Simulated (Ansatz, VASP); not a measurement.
**One calculation of Cs4Zn, two programs**

Contents of INCAR:

```
PREC     = Accurate       # precision mode
ENCUT    = 520            # plane-wave cutoff, eV
EDIFF    = 1E-6           # SCF threshold, eV
ISMEAR   = 0              # smearing method
SIGMA    = 0.1            # smearing width, eV
LREAL    = False          # projectors in reciprocal space
LASPH    = True           # aspherical terms in the spheres
NELM     = 60             # most SCF steps
ALGO     = Fast           # electronic algorithm
ISIF     = 2              # what is computed and relaxed
LWAVE    = False          # write WAVECAR
LCHARG   = False          # write CHGCAR
GGA      = PE             # functional
NBANDS   = 32             # bands
```

The input KPOINTS:

```
Automatic mesh
0
Gamma
  6 6 6
```

Contents of POSCAR:

```
Cs4Zn
1.0
    7.6990191000      0.0000000000      0.0000000000
    0.0000000000      7.6990191000      0.0000000000
    0.0000000000      0.0000000000      7.6990191000
Cs Zn
4 1
Direct
    0.5000000000      0.0000000000      0.0000000000
    0.0000000000      0.5000000000      0.0000000000
    0.0000000000      0.0000000000      0.5000000000
    0.5000000000      0.5000000000      0.5000000000
    0.0000000000      0.0000000000      0.0000000000
```

Input for Ansatz:

```yaml
crystal:
  lattice:
    - [7.6990191, 0.0, 0.0]
    - [0.0, 7.6990191, 0.0]
    - [0.0, 0.0, 7.6990191]
  atoms:
    - { symbol: Cs, position: [0.5, 0.0, 0.0] }
    - { symbol: Cs, position: [0.0, 0.5, 0.0] }
    - { symbol: Cs, position: [0.0, 0.0, 0.5] }
    - { symbol: Cs, position: [0.5, 0.5, 0.5] }
    - { symbol: Zn, position: [0.0, 0.0, 0.0] }
basis:
  ecutwfc: 420
kpoints:
  mp_grid: { grid: [6, 6, 6] }
  band_path:
    path:
      - [[0.0, 0.0, 0.0], [0.0, 0.5, 0.0], [0.5, 0.5, 0.0], [0.0, 0.0, 0.0], [0.5, 0.5, 0.5], [0.0, 0.5, 0.0]]
      - [[0.5, 0.5, 0.5], [0.5, 0.5, 0.0]]
    npoints: 14
hamiltonian:
  xc: pbe
scf:
  occupations: { method: gaussian, width: 0.1 }
  n_extra_bands: 12
output:
  forces: true
  stress: true
  eigenvalues: true
  populations: true
  dos: { projected: true, de: 0.02, nscf_kmesh: { grid: [8, 8, 8] } }
  bader: true
```

Alike in both runs: task single point; functional PBE; k mesh 6 × 6 × 6; occupations gaussian, width 0.1 eV; no spin polarisation.

|  | VASP | Ansatz |
| --- | --- | --- |
| version | VASP 6.6.1 | Ansatz 0.2.0 |
| potentials or method | VASP PAW PBE potentials, release 64 (Cs_sv, Zn), cutoff 520 eV | scalar-relativistic, plane waves, PAW |
| valence electrons in the cell | 48 | 48 |

|  | VASP | Ansatz | Ansatz less VASP |
| --- | --- | --- | --- |
| gap on the k mesh at the Fermi level (eV) | none | none | - |
| pressure (GPa) | 0.0 | 0.0 | +0.01 |

A gap of «none» marks a metal or a gap that the smearing closes.

Spin-orbit coupling is off throughout.
